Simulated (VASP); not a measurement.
# MnAs (P6_3/mmc) in VASP: settings compared

MnAs is run at these levels: PBE-based screened hybrid, PBE; tasks: single point.

All numbers are computed with VASP 6.6.1; they aren't measurements. Logs are shortened: lines on timing, memory, paths and dates and some standing lists are left out, and cuts for length are marked.

### Step 1. The cell of the first run

The structure is hexagonal, space group P6_3/mmc (No. 194). The conventional cell has a = 3.710 Å, b = 3.710 Å, c = 5.691 Å, α = 90.00°, β = 90.00°, γ = 120.00°. As (site symmetry -6m2) has 6 Mn at 2.57 Å within 3.4 Å. Within 3.4 Å of Mn (site symmetry -3m) lie 6 As at 2.57 Å and 2 Mn at 2.85 Å.

### Step 2. Single point, PBE-based screened hybrid, collinear spin, ferromagnetic start

File POSCAR:

```
MnAs
1.0
    3.7100000000      0.0000000000      0.0000000000
   -1.8550000000      3.2129542480      0.0000000000
    0.0000000000      0.0000000000      5.6910000000
As Mn
2 2
Direct
    0.6666666667      0.3333333333      0.7500000000
    0.3333333333      0.6666666667      0.2500000000
    0.0000000000      0.0000000000      0.5000000000
    0.0000000000      0.0000000000      0.0000000000
```

File INCAR.step1:

```
PREC = Accurate ; ENCUT = 520
EDIFF = 1E-5 ; ISMEAR = -1
SIGMA = 0.05 ; LREAL = F
LASPH = T ; NELM = 150
ALGO = Normal ; ISIF = 2
LWAVE = T ; LCHARG = F
ISPIN = 2 ; MAGMOM = 0 0 4 4
LORBIT = 11 ; LMAXMIX = 4
NBANDS = 30 ; GGA = PE
LUSENCCL = F
```

File INCAR.step2:

```
PREC = Accurate ; ENCUT = 520
EDIFF = 1E-7 ; ISMEAR = -1
SIGMA = 0.05 ; LREAL = F
LASPH = T ; NELM = 150
ALGO = Normal ; ISIF = 2
LWAVE = F ; LCHARG = F
ISPIN = 2 ; MAGMOM = 0 0 4 4
LORBIT = 11 ; LMAXMIX = 4
GGA = PE ; LHFCALC = T
AEXX = 0.15 ; HFSCREEN = 0.2
PRECFOCK = Normal ; NBANDS = 30
ISTART = 1 ; LUSENCCL = F
```

File KPOINTS:

```
Automatic mesh
0
Gamma
  4 4 3
```

Potentials or basis: VASP PAW PBE potentials, release 64 (As, Mn_pv).

Started as:

```console
$ cat potpaw_PBE.64/As/POTCAR potpaw_PBE.64/Mn_pv/POTCAR > POTCAR
$ cp INCAR.step1 INCAR
$ mpirun -np 1 vasp_std > vasp.out
$ cp INCAR.step2 INCAR
$ mpirun -np 1 vasp_std > vasp.out
```

OUTCAR:

```text
PREC = Accurate
   ENCUT = 520
   EDIFF = 1E-7
   ISMEAR = -1
   LREAL = F
   LASPH = T
   NELM = 150
   ISIF = 2
   ISPIN = 2
   LORBIT = 11
   GGA = PE
   LHFCALC = T
   AEXX = 0.15
   HFSCREEN = 0.2
   PRECFOCK = Normal
   ISTART = 1

 ion  position               nearest neighbor table
   1  0.667  0.333  0.750-   3 2.57   4 2.57   3 2.57   4 2.57   3 2.57   4 2.57
   2  0.333  0.667  0.250-   3 2.57   4 2.57   3 2.57   4 2.57   3 2.57   4 2.57
   3  0.000  0.000  0.500-   1 2.57   2 2.57   2 2.57   1 2.57   1 2.57   2 2.57   4 2.85   4 2.85

   4  0.000  0.000  0.000-   1 2.57   2 2.57   2 2.57   1 2.57   1 2.57   2 2.57   3 2.85   3 2.85

  LATTYP: Found a hexagonal cell.
 ALAT       =     3.7100000000
 C/A-ratio  =     1.5339622642

  Lattice vectors:

 A1 = (   3.7100000000,   0.0000000000,   0.0000000000)
 A2 = (  -1.8550000000,   3.2129542480,   0.0000000000)
 A3 = (   0.0000000000,   0.0000000000,   5.6910000000)

Analysis of symmetry for initial positions (statically):
=====================================================================
 Subroutine PRICEL returns:
 Original cell was already a primitive cell.

 Routine SETGRP: Setting up the symmetry group for a
 hexagonal supercell.

 Subroutine GETGRP returns: Found 24 space group operations
 (whereof 12 operations were pure point group operations)
 out of a pool of 24 trial point group operations.

The static configuration has the point symmetry D_3d.
 The point group associated with its full space group is D_6h.

Analysis of symmetry for dynamics (positions and initial velocities):
=====================================================================
 Subroutine PRICEL returns:
 Original cell was already a primitive cell.

 Routine SETGRP: Setting up the symmetry group for a
 hexagonal supercell.

 Subroutine GETGRP returns: Found 24 space group operations
 (whereof 12 operations were pure point group operations)
 out of a pool of 24 trial point group operations.

The dynamic configuration has the point symmetry D_3d.
 The point group associated with its full space group is D_6h.

Analysis of structural, dynamic, and magnetic symmetry:
=====================================================================
 Subroutine PRICEL returns:
 Original cell was already a primitive cell.

 Routine SETGRP: Setting up the symmetry group for a
 hexagonal supercell.

 Subroutine GETGRP returns: Found 24 space group operations
 (whereof 12 operations were pure point group operations)
 out of a pool of 24 trial point group operations.

The overall configuration has the point symmetry D_3d.
 The point group associated with its full space group is D_6h.

 Subroutine INISYM returns: Found 24 space group operations
 (whereof 12 operations are pure point group operations),
 and found     1 'primitive' translations

----------------------------------------------------------------------------------------

                                     Primitive cell

  volume of cell :      67.8371

  direct lattice vectors                    reciprocal lattice vectors
     3.710000000  0.000000000  0.000000000     0.269541779  0.155620019 -0.000000000
    -1.855000000  3.212954248  0.000000000     0.000000000  0.311240037  0.000000000
     0.000000000  0.000000000  5.691000000     0.000000000 -0.000000000  0.175716043

  length of vectors
     3.710000000  3.710000000  5.691000000     0.311240037  0.311240037  0.175716043

  position of ions in fractional coordinates (direct lattice)
     0.666666667  0.333333333  0.750000000
     0.333333333  0.666666667  0.250000000
     0.000000000  0.000000000  0.500000000
     0.000000000  0.000000000  0.000000000

  ion indices of the primitive-cell ions
   primitive index   ion index
                 1           1
                 2           2
                 3           3
                 4           4

----------------------------------------------------------------------------------------

[... 29 lines left out ...]
  0.250000  0.250000  0.000000      6.000000
  0.000000  0.000000  0.333333      2.000000
  0.250000  0.000000  0.333333     12.000000
  0.500000  0.000000  0.333333      6.000000
  0.250000  0.250000  0.333333     12.000000
   k-points           NKPTS =      8   k-points in BZ     NKDIM =     48   number of bands    NBANDS=     30
   number of dos      NEDOS =    301   number of ions     NIONS =      4
   total plane-waves  NPLWV =  32928
   dimension x,y,z NGX =    28 NGY =   28 NGZ =   42
   dimension x,y,z NGXF=    56 NGYF=   56 NGZF=   84
   ions per type =               2   2
   NGX,Y,Z   is equivalent  to a cutoff of  12.55, 12.55, 12.27 a.u.
   NGXF,Y,Z  is equivalent  to a cutoff of  25.09, 25.09, 24.54 a.u.
 SYSTEM =  unknown system
   PREC   = accura    normal or accurate (medium, high low for compatibility)
   ISTART =      1    job   : 0-new  1-cont  2-samecut
   ICHARG =      0    charge: 1-file 2-atom 10-const
   ISPIN  =      2    spin polarized calculation?
   LNONCOLLINEAR =      F non collinear calculations
   LSORBIT =      F    spin-orbit coupling
   LASPH  =      T    aspherical Exc in radial PAW
   ENCUT  =  520.0 eV  38.22 Ry    6.18 a.u.   6.90  6.90 10.58*2*pi/ulx,y,z
   NELM   =    150;   NELMIN=  2; NELMDL=  0     # of ELM steps
   EDIFF  = 0.1E-06   stopping-criterion for ELM
   LREAL  =      F    real-space projection
   EDIFFG = 0.1E-05   stopping-criterion for IOM
   NSW    =      0    number of steps for IOM
   IBRION =     -1    ionic relax: 0-MD 1-quasi-New 2-CG
   NFREE  =      0    steps in history (QN), initial steepest desc. (CG)
   ISIF   =      2    stress and relaxation
   ISYM   =      3    0-nonsym 1-usesym 2-fastsym
   POTIM  = 0.5000    time-step for ionic-motion
   TEBEG  =    0.0;   TEEND  =   0.0 temperature during run
   PSTRESS=    0.0 pullay stress
   NELECT =      36.0000    total number of electrons
   NUPDOWN=      -1.0000    fix difference up-down
   EMIN   =  10.00;   EMAX   =-10.00  energy-range for DOS
   EFERMI =   0.00;   METHOD = LEGACY
   ISMEAR =    -1;   SIGMA  =   0.05  broadening in eV -4-tet -1-fermi 0-gaus
   EFERMI_NEDOS =   21; number of points for ismear=-14 and -15
   IALGO  =     38    algorithm
   IMIX   =      1    mixing-type and parameters
     AMIX     =   0.40;   BMIX     =  1.00
     AMIX_MAG =   1.60;   BMIX_MAG =  1.00
  volume/ion in A,a.u.               =      16.96       114.45
  Fermi-wavevector in a.u.,A,eV,Ry     =   1.325419  2.504679 23.901852  1.756737
  Thomas-Fermi vector in A             =   2.454882
   LORBIT       =     11    0 simple, 1 ext, 2 COOP (PROOUT), +10 PAW based schemes
   GGA     = PE    functional components
   LHFCALC =     T    Hartree Fock is set to
   PRECFOCK=normal    Normal, Fast or Accurate (Low or Medium for compatibility)
   ENCUT4O =  -1.0   cutoff for four orbital integrals eV
   NKREDX  =     1    reduce k-point grid by
   NKREDY  =     1    reduce k-point grid by
   NKREDZ  =     1    reduce k-point grid by
   AEXX    =    0.1500 exact exchange contribution
   HFSCREEN=    0.2000 screening length (either q_TF or 0.3 A-1)
   HFSCREENC=   0.2000 screening length for correlation (either q_TF or 0.3 A-1)
   ENCUTFOCK=  -1.0 apply spherical cutoff to Coloumb kernel
   IVDW    =     0    specifies the selected vdW correction
   LEPSILON=     F    determine dielectric tensor
   LRPA    =     F    only Hartree local field effects (RPA)
 spin polarized calculation
  energy-cutoff  :      520.00
  volume of cell :       67.84
 maximum number of plane-waves:      1844
 NGX is ok and might be reduce to    28
  NGX = 24; NGY = 24; NGZ = 32

 number of electron      35.9999986 magnetization       7.4551222

 Free energy of the ion-electron system (eV)
  ---------------------------------------------------
  ext. energy  EPLUGINS =         0.00000000
  ---------------------------------------------------
  free energy    TOTEN  =       -34.28206162 eV

  energy without entropy =      -34.26329137  energy(sigma->0) =      -34.27267650

 E-fermi :   6.9485     XC(G=0):  -9.9646

 val. band max:        6.8976040705   @ k =   0.2500   0.0000   0.3333
 cond. band min:       6.9812810323   @ k =   0.2500   0.2500   0.0000
 fundamental gap:      0.0836769619
 Fermi energy:         6.9485400717

 spin component 1

 k-point     1 :       0.0000    0.0000    0.0000
  band No.  band energies     occupation
      1     -46.3119      1.00000
      2     -46.3119      1.00000
      3     -46.3025      1.00000
      4     -46.3025      1.00000
      5     -46.2402      1.00000
      6     -46.1406      1.00000
[... 253 lines left out ...]
     29      15.6492      0.00000
     30      16.1124      0.00000
 Fermi energy:         6.9485400717

 spin component 2

 k-point     1 :       0.0000    0.0000    0.0000
  band No.  band energies     occupation
      1     -41.3214      1.00000
      2     -41.2686      1.00000
      3     -41.2686      1.00000
      4     -41.2546      1.00000
      5     -41.2546      1.00000
      6     -41.1916      1.00000
[... 253 lines left out ...]
     29      16.2068      0.00000
     30      16.8042      0.00000

------------------------ aborting loop because EDIFF is reached ----------------------------------------

  FORCE on cell =-STRESS in cart. coord.  units (eV):
  Direction    XX          YY          ZZ          XY          YZ          ZX
  --------------------------------------------------------------------------------------
  -------------------------------------------------------------------------------------
  Total        1.9473323      1.9473323      1.6819740      0.0000000     -0.0000000     -0.0000000
  in kB       45.9921404     45.9921404     39.7249007      0.0000000     -0.0000000     -0.0000000
  external PRESSURE =      43.9030605 kB  Pullay stress =       0.0000000 kB

 VOLUME and BASIS-vectors are now :
 -----------------------------------------------------------------------------
  energy-cutoff  :      520.00
  volume of cell :       67.84
      direct lattice vectors                 reciprocal lattice vectors
     3.710000000  0.000000000  0.000000000     0.269541779  0.155620019 -0.000000000
    -1.855000000  3.212954248  0.000000000     0.000000000  0.311240037  0.000000000
     0.000000000  0.000000000  5.691000000     0.000000000 -0.000000000  0.175716043

 POSITION                                       TOTAL-FORCE (eV/Angst)
 -----------------------------------------------------------------------------------
      1.85500      1.07098      4.26825        -0.000000     -0.000000     -0.000000
     -0.00000      2.14197      1.42275        -0.000000      0.000000     -0.000000
      0.00000      0.00000      2.84550        -0.000000      0.000000      0.000000
      0.00000      0.00000      0.00000         0.000000      0.000000      0.000000
 -----------------------------------------------------------------------------------
    total drift:                               -0.000001      0.000000      0.000001

  FREE ENERGIE OF THE ION-ELECTRON SYSTEM (eV)
  ---------------------------------------------------
  free  energy   TOTEN  =       -34.2820616223 eV

  energy  without entropy=      -34.2632913738  energy(sigma->0) =      -34.27267650

 total charge

# of ion       s       p       d       tot
------------------------------------------
    1        1.250   1.561   0.043   2.855
    2        1.250   1.561   0.043   2.855
    3        0.289   6.259   4.982  11.530
    4        0.289   6.259   4.982  11.530
--------------------------------------------------
tot          3.078  15.640  10.051  28.770

 magnetization (x)

# of ion       s       p       d       tot
------------------------------------------
    1        0.023  -0.196   0.009  -0.164
    2        0.023  -0.196   0.009  -0.164
    3        0.041   0.033   3.760   3.834
    4        0.041   0.033   3.760   3.834
--------------------------------------------------
tot          0.129  -0.327   7.537   7.340
```

It used 660 s of CPU time on 1 × NVIDIA H100 80GB with 1 thread of AMD EPYC 7R13 Processor (Zen 3) (shared host).

What came out:

- Free energy: -34.2821 eV
- Pressure: 4.4 GPa
- Net moment: 7.46 μB per cell
- Site moments: As -0.16; Mn +3.83 μB
- Valence electrons inside the program's atomic spheres: As 2.85; Mn 11.53

Stress tensor (GPa, compression positive):
```
4.60 0.00 0.00
0.00 4.60 0.00
0.00 0.00 3.97
```

Caveat: the k points lie up to 0.49 Å⁻¹ apart; the PAW data sets were made with another functional, which shifts forces and pressure a little; only a ferromagnetic start was run, and an antiferromagnetic order may lie lower in energy.

[end of part 1 of 2]
